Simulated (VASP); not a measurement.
# Ti (Fd-3m) in VASP: notebook, part 2 of 2

VASP 6.6.1.

**4. Single point, r2SCAN**

Input file POSCAR:

```
Ti
1.0
    0.0000000000      2.7838202825      2.7838202825
    2.7838202825      0.0000000000      2.7838202825
    2.7838202825      2.7838202825      0.0000000000
Ti
2
Direct
    0.1250000000      0.1250000000      0.1250000000
    0.8750000000      0.8750000000      0.8750000000
```

Input file INCAR.step1:

```
SYSTEM = Ti
ALGO = Normal ; EDIFF = 1E-4
ENCUT = 520 ; GGA = PE
ISMEAR = -1 ; LASPH = .TRUE.
LCHARG = .FALSE. ; LREAL = .FALSE.
LWAVE = .TRUE. ; NBANDS = 19
NELM = 80 ; PREC = Accurate
SIGMA = 0.1
```

Input file INCAR.step2:

```
SYSTEM = Ti
ALGO = Normal ; EDIFF = 1E-6
ENCUT = 520 ; ISIF = 2
ISMEAR = -1 ; ISTART = 1
LASPH = .TRUE. ; LCHARG = .TRUE.
LELF = .TRUE. ; LMIXTAU = .TRUE.
LREAL = .FALSE. ; LVHAR = .TRUE.
LWAVE = .FALSE. ; METAGGA = R2SCAN
NBANDS = 19 ; NELM = 80
PREC = Accurate ; SIGMA = 0.1
```

Input file KPOINTS:

```
k-points
0
G
  11 11 11
  0 0 0
```

Potentials or basis: VASP PAW PBE potentials, release 64 (Ti_sv).

The run is started by

```
$ cat potpaw_PBE.64/Ti_sv/POTCAR > POTCAR
$ cp INCAR.step1 INCAR
$ mpirun -np 1 vasp_std > vasp.out
$ cp INCAR.step2 INCAR
$ mpirun -np 1 vasp_std > vasp.out
```

OUTCAR:

```text
SYSTEM = Ti
   EDIFF = 1E-6
   ENCUT = 520
   ISIF = 2
   ISMEAR = -1
   ISTART = 1
   LASPH = .TRUE.
   LREAL = .FALSE.
   METAGGA = R2SCAN
   NELM = 80
   PREC = Accurate

 ion  position               nearest neighbor table
   1  0.125  0.125  0.125-   2 2.41   2 2.41   2 2.41   2 2.41
   2  0.875  0.875  0.875-   1 2.41   1 2.41   1 2.41   1 2.41

  LATTYP: Found a face centered cubic cell.
 ALAT       =     5.5676405650

  Lattice vectors:

 A1 = (   0.0000000000,   2.7838202825,   2.7838202825)
 A2 = (   2.7838202825,   0.0000000000,   2.7838202825)
 A3 = (   2.7838202825,   2.7838202825,   0.0000000000)

Analysis of symmetry for initial positions (statically):
=====================================================================
 Subroutine PRICEL returns:
 Original cell was already a primitive cell.

 Routine SETGRP: Setting up the symmetry group for a
 face centered cubic supercell.

 Subroutine GETGRP returns: Found 48 space group operations
 (whereof 12 operations were pure point group operations)
 out of a pool of 48 trial point group operations.

The static configuration has the point symmetry D_3d.
 The point group associated with its full space group is O_h .

Analysis of symmetry for dynamics (positions and initial velocities):
=====================================================================
 Subroutine PRICEL returns:
 Original cell was already a primitive cell.

 Routine SETGRP: Setting up the symmetry group for a
 face centered cubic supercell.

 Subroutine GETGRP returns: Found 48 space group operations
 (whereof 12 operations were pure point group operations)
 out of a pool of 48 trial point group operations.

The dynamic configuration has the point symmetry D_3d.
 The point group associated with its full space group is O_h .

 Subroutine INISYM returns: Found 48 space group operations
 (whereof 12 operations are pure point group operations),
 and found     1 'primitive' translations

----------------------------------------------------------------------------------------
[... 112 lines left out ...]
     AMIX     =   0.40;   BMIX     =  1.00
     AMIX_MAG =   1.60;   BMIX_MAG =  1.00
  volume/ion in A,a.u.               =      21.57       145.59
  Fermi-wavevector in a.u.,A,eV,Ry     =   1.346359  2.544249 24.663025  1.812681
  Thomas-Fermi vector in A             =   2.474197
   LORBIT       =      0    0 simple, 1 ext, 2 COOP (PROOUT), +10 PAW based schemes
   METAGGA = R2SCAN    functional components
   LHFCALC =     F    Hartree Fock is set to
   AEXX    =    0.0000 exact exchange contribution
   IVDW    =     0    specifies the selected vdW correction
   LEPSILON=     F    determine dielectric tensor
   LRPA    =     F    only Hartree local field effects (RPA)
 non-spin polarized calculation
  energy-cutoff  :      520.00
  volume of cell :       43.15
 maximum number of plane-waves:      1211
 NGX is ok and might be reduce to    30
   NGX = 15   NGY = 15   NGZ = 15

 number of electron      23.9999995 magnetization

 Free energy of the ion-electron system (eV)
  ---------------------------------------------------
  ext. energy  EPLUGINS =         0.00000000
  ---------------------------------------------------
  free energy    TOTEN  =       -20.82243604 eV

  energy without entropy =      -20.63495696  energy(sigma->0) =      -20.72869650

 E-fermi :   5.9987     XC(G=0): -10.9542

 val. band max:        5.9980933554   @ k =  -0.3636   0.4545   0.1818
 cond. band min:       5.9993859477   @ k =   0.3636   0.0909   0.0000
 fundamental gap:      0.0012925923
 Fermi energy:         5.9987162745

 k-point     1 :       0.0000    0.0000    0.0000
  band No.  band energies     occupation
      1     -53.1464      2.00000
      2     -52.5236      2.00000
      3     -28.5983      2.00000
      4     -28.5983      2.00000
      5     -28.5983      2.00000
      6     -27.7424      2.00000
[... 505 lines left out ...]
      6     -27.8026      2.00000
[... 11 lines left out ...]
     18       9.5932      0.00000
     19      10.3781      0.00000

 [... further k-points ...]

------------------------ aborting loop because EDIFF is reached ----------------------------------------

  FORCE on cell =-STRESS in cart. coord.  units (eV):
  Direction    XX          YY          ZZ          XY          YZ          ZX
  --------------------------------------------------------------------------------------
  -------------------------------------------------------------------------------------
  Total        0.0817796      0.0817796      0.0817796     -0.0000000      0.0000000      0.0000000
  in kB        3.0367014      3.0367014      3.0367014     -0.0000000      0.0000000      0.0000000
  external PRESSURE =       3.0367014 kB  Pullay stress =       0.0000000 kB

 VOLUME and BASIS-vectors are now :
 -----------------------------------------------------------------------------
  energy-cutoff  :      520.00
  volume of cell :       43.15
      direct lattice vectors                 reciprocal lattice vectors
     0.000000000  2.783820282  2.783820282    -0.179609296  0.179609296  0.179609296
     2.783820282  0.000000000  2.783820282     0.179609296 -0.179609296  0.179609296
     2.783820282  2.783820282  0.000000000     0.179609296  0.179609296 -0.179609296

 POSITION                                       TOTAL-FORCE (eV/Angst)
 -----------------------------------------------------------------------------------
      0.69596      0.69596      0.69596         0.000000      0.000000     -0.000000
      4.87169      4.87169      4.87169        -0.000000     -0.000000      0.000000
 -----------------------------------------------------------------------------------
    total drift:                               -0.000000      0.000000      0.000000

  FREE ENERGIE OF THE ION-ELECTRON SYSTEM (eV)
  ---------------------------------------------------
  free  energy   TOTEN  =       -20.8224360362 eV

  energy  without entropy=      -20.6349569605  energy(sigma->0) =      -20.72869650
```

OSZICAR.step1:

```text
N       E                     dE             d eps       ncg     rms          rms(c)
DAV:   1     0.272870517731E+03    0.27287E+03   -0.13133E+04  2128   0.150E+03
DAV:   2     0.176702154124E+02   -0.25520E+03   -0.25118E+03  2166   0.440E+02
DAV:   3    -0.986584983815E+01   -0.27536E+02   -0.26687E+02  4167   0.120E+02
DAV:   4    -0.116329842370E+02   -0.17671E+01   -0.17420E+01  2455   0.297E+01
DAV:   5    -0.117355037662E+02   -0.10252E+00   -0.10239E+00  3191   0.553E+00    0.914E+00
DAV:   6    -0.109763143075E+02    0.75919E+00   -0.53125E+00  2750   0.179E+01    0.284E+00
DAV:   7    -0.110161265830E+02   -0.39812E-01   -0.18013E-01  2932   0.332E+00    0.216E+00
DAV:   8    -0.110542886905E+02   -0.38162E-01   -0.14668E-01  2359   0.304E+00    0.672E-01
DAV:   9    -0.110541542842E+02    0.13441E-03   -0.22326E-02  2346   0.126E+00    0.264E-01
DAV:  10    -0.110545325576E+02   -0.37827E-03   -0.24687E-03  2338   0.387E-01    0.589E-02
DAV:  11    -0.110545520532E+02   -0.19496E-04   -0.36231E-04  2076   0.134E-01
   1 F= -.11054552E+02 E0= -.10955868E+02  d E =-.197369E+00
```

Wall time 2.3 min (1 thread of Intel Xeon Platinum 8559C (Emerald Rapids), shared host); peak memory 0.18 GiB.

Results:

- Free energy: -20.8224 eV
- Pressure: 0.3 GPa
- Band gap on the k mesh: zero (band 12 reaches 6.11 eV, above the bottom of band 13 at 5.84 eV)

Caveat: the PAW data sets were made with another functional, which shifts forces and pressure a little.

**5. Single point, r2SCAN (volume scaled by 1.04)**

Input file POSCAR:

```
Ti
1.0
    0.0000000000      2.8204536978      2.8204536978
    2.8204536978      0.0000000000      2.8204536978
    2.8204536978      2.8204536978      0.0000000000
Ti
2
Direct
    0.1250000000      0.1250000000      0.1250000000
    0.8750000000      0.8750000000      0.8750000000
```

Input file INCAR.step1:

```
ALGO = Normal
EDIFF = 1E-4
ENCUT = 520
GGA = PE
ISMEAR = -1
LASPH = True
LCHARG = False
LREAL = False
LWAVE = True
NBANDS = 19
NELM = 60
PREC = Accurate
SIGMA = 0.1
```

Input file INCAR.step2:

```
ALGO = Normal
EDIFF = 1E-6
ENCUT = 520
ISIF = 2
ISMEAR = -1
ISTART = 1
LASPH = True
LCHARG = False
LMIXTAU = True
LREAL = False
LWAVE = False
METAGGA = R2SCAN
NBANDS = 19
NELM = 60
PREC = Accurate
SIGMA = 0.1
```

Input file KPOINTS:

```
k-points
0
Gamma
  11 11 11
```

The run is started by

```
$ cat potpaw_PBE.64/Ti_sv/POTCAR > POTCAR
$ cp INCAR.step1 INCAR
$ mpirun -np 1 vasp_std > vasp.out
$ cp INCAR.step2 INCAR
$ mpirun -np 1 vasp_std > vasp.out
```

It took 2.4 min on 1 thread of Intel Xeon Platinum 8559C (Emerald Rapids), shared host; peak memory 0.19 GiB.

It converged, with:

* Free energy: -20.8200 eV
* Pressure: -0.9 GPa
* Band gap on the k mesh: zero (band 12 reaches 5.73 eV, above the bottom of band 13 at 5.49 eV)

Levels at points of the mesh, in eV from the Fermi level:
```csv
k point,band 8,band 9,band 10,band 11,band 12,band 13,band 14,band 15,band 16,band 17
"(0.00, 0.00, 0.00)",-33.81,-5.20,-0.75,-0.75,-0.15,-0.15,-0.15,1.76,1.76,1.76
```

Caveat: the PAW data sets were made with another functional, which shifts forces and pressure a little.

**6. Single point, r2SCAN**

Input file POSCAR:

```
Ti
1.0
    0.0000000000      2.7838202825      2.7838202825
    2.7838202825      0.0000000000      2.7838202825
    2.7838202825      2.7838202825      0.0000000000
Ti
2
Direct
    0.1250000000      0.1250000000      0.1250000000
    0.8750000000      0.8750000000      0.8750000000
```

Input file INCAR.step1:

```
PREC = Accurate ; ENCUT = 520
ISMEAR = -1 ; SIGMA = 0.1
LREAL = False ; LASPH = True
NELM = 60 ; NBANDS = 19
GGA = PE ; ALGO = Normal
EDIFF = 1E-4 ; LWAVE = True
LCHARG = False
```

Input file INCAR.step2:

```
PREC = Accurate ; ENCUT = 520
EDIFF = 1E-6 ; ISMEAR = -1
SIGMA = 0.1 ; LREAL = False
LASPH = True ; NELM = 60
ALGO = Normal ; ISIF = 2
LWAVE = False ; LCHARG = False
METAGGA = R2SCAN ; LMIXTAU = True
NBANDS = 19 ; ISTART = 1
```

Input file KPOINTS:

```
regular mesh
0
Gamma
  16 16 16
```

Potentials or basis: VASP PAW PBE potentials, release 64 (Ti_sv).

The run is started by

```
$ cat potpaw_PBE.64/Ti_sv/POTCAR > POTCAR
$ cp INCAR.step1 INCAR
$ mpirun -np 1 vasp_std > vasp.out
$ cp INCAR.step2 INCAR
$ mpirun -np 1 vasp_std > vasp.out
```

OUTCAR:

```text
PREC = Accurate
   ENCUT = 520
   EDIFF = 1E-6
   ISMEAR = -1
   LREAL = False
   LASPH = True
   NELM = 60
   ISIF = 2
   METAGGA = R2SCAN
   ISTART = 1

 ion  position               nearest neighbor table
   1  0.125  0.125  0.125-   2 2.41   2 2.41   2 2.41   2 2.41
   2  0.875  0.875  0.875-   1 2.41   1 2.41   1 2.41   1 2.41

  LATTYP: Found a face centered cubic cell.
 ALAT       =     5.5676405650

  Lattice vectors:

 A1 = (   0.0000000000,   2.7838202825,   2.7838202825)
 A2 = (   2.7838202825,   0.0000000000,   2.7838202825)
 A3 = (   2.7838202825,   2.7838202825,   0.0000000000)

Analysis of symmetry for initial positions (statically):
=====================================================================
 Subroutine PRICEL returns:
 Original cell was already a primitive cell.

 Routine SETGRP: Setting up the symmetry group for a
 face centered cubic supercell.

 Subroutine GETGRP returns: Found 48 space group operations
 (whereof 12 operations were pure point group operations)
[... 160 lines left out ...]
  ext. energy  EPLUGINS =         0.00000000
  ---------------------------------------------------
  free energy    TOTEN  =       -20.82247444 eV

  energy without entropy =      -20.63477149  energy(sigma->0) =      -20.72862296

 E-fermi :   5.9998     XC(G=0): -10.9541

 val. band max:        5.9979696156   @ k =  -0.4375   0.0625   0.0000
 cond. band min:       6.0028793725   @ k =   0.3750   0.3125   0.0000
 fundamental gap:      0.0049097569
 Fermi energy:         5.9997994901

 k-point     1 :       0.0000    0.0000    0.0000
  band No.  band energies     occupation
      1     -53.1452      2.00000
      2     -52.5223      2.00000
      3     -28.5971      2.00000
      4     -28.5971      2.00000
      5     -28.5971      2.00000
      6     -27.7411      2.00000
[... 505 lines left out ...]
      6     -27.7464      2.00000
[... 11 lines left out ...]
     18      10.1423      0.00000
     19      10.2392      0.00000

 [... further k-points ...]

------------------------ aborting loop because EDIFF is reached ----------------------------------------

  FORCE on cell =-STRESS in cart. coord.  units (eV):
  Direction    XX          YY          ZZ          XY          YZ          ZX
  --------------------------------------------------------------------------------------
  -------------------------------------------------------------------------------------
  Total        0.0846495      0.0846495      0.0846495      0.0000000     -0.0000000      0.0000000
  in kB        3.1432661      3.1432661      3.1432661      0.0000000     -0.0000000      0.0000000
  external PRESSURE =       3.1432661 kB  Pullay stress =       0.0000000 kB

 VOLUME and BASIS-vectors are now :
 -----------------------------------------------------------------------------
  energy-cutoff  :      520.00
  volume of cell :       43.15
      direct lattice vectors                 reciprocal lattice vectors
     0.000000000  2.783820282  2.783820282    -0.179609296  0.179609296  0.179609296
     2.783820282  0.000000000  2.783820282     0.179609296 -0.179609296  0.179609296
     2.783820282  2.783820282  0.000000000     0.179609296  0.179609296 -0.179609296

 POSITION                                       TOTAL-FORCE (eV/Angst)
 -----------------------------------------------------------------------------------
      0.69596      0.69596      0.69596         0.000000      0.000000     -0.000000
      4.87169      4.87169      4.87169        -0.000000     -0.000000      0.000000
 -----------------------------------------------------------------------------------
    total drift:                               -0.000000      0.000000      0.000000

  FREE ENERGIE OF THE ION-ELECTRON SYSTEM (eV)
  ---------------------------------------------------
  free  energy   TOTEN  =       -20.8224744388 eV

  energy  without entropy=      -20.6347714880  energy(sigma->0) =      -20.72862296
```

It took 5.3 min on 1 thread of Intel Xeon Platinum 8559C (Emerald Rapids), shared host; peak memory 0.24 GiB.

What came out:

```
Free energy            : -20.8225 eV
Pressure               : 0.3 GPa
Band gap on the k mesh : zero (band 12 reaches 6.13 eV, above the bottom of band 13 at 5.84 eV)
```

Levels at points of the mesh, in eV from the Fermi level:
```
           k point  band 10  band 11  band 12  band 13  band 14  band 15
(0.00, 0.00, 0.00)    -0.83    -0.83    -0.16    -0.16    -0.16     1.83
(0.50, 0.00, 0.00)    -1.74    -0.82    -0.82    -0.13    -0.13     0.57
(0.50, 0.50, 0.00)    -2.18    -0.01    -0.01     0.40     0.40     1.57
```

Caveat: the PAW data sets were made with another functional, which shifts forces and pressure a little.

**7. Summary**

```tsv
cell	k mesh	gap on the mesh (eV)	pressure (GPa)
a = 3.937 Å, angles 60.0°, 2 atoms	10 × 10 × 10	none	0.4
a = 3.829 Å, angles 60.0°, 2 atoms	11 × 11 × 11	none	3.4
a = 3.937 Å, angles 60.0°, 2 atoms	11 × 11 × 11	none	0.3
a = 3.989 Å, angles 60.0°, 2 atoms	11 × 11 × 11	none	-0.9
a = 3.937 Å, angles 60.0°, 2 atoms	16 × 16 × 16	none	0.3
```

Alike in all rows: task single point; level r2SCAN; potentials or basis VASP PAW PBE potentials, release 64 (Ti_sv); no spin polarisation; cutoff (eV) 520; smearing fermi-dirac 0.1 eV.

Every run on the cell as given and a fine mesh finds a metal.

Caveats: the PAW data sets were made with another functional, which shifts forces and pressure a little.

Absolute energies hang on the potentials; compare differences alone.
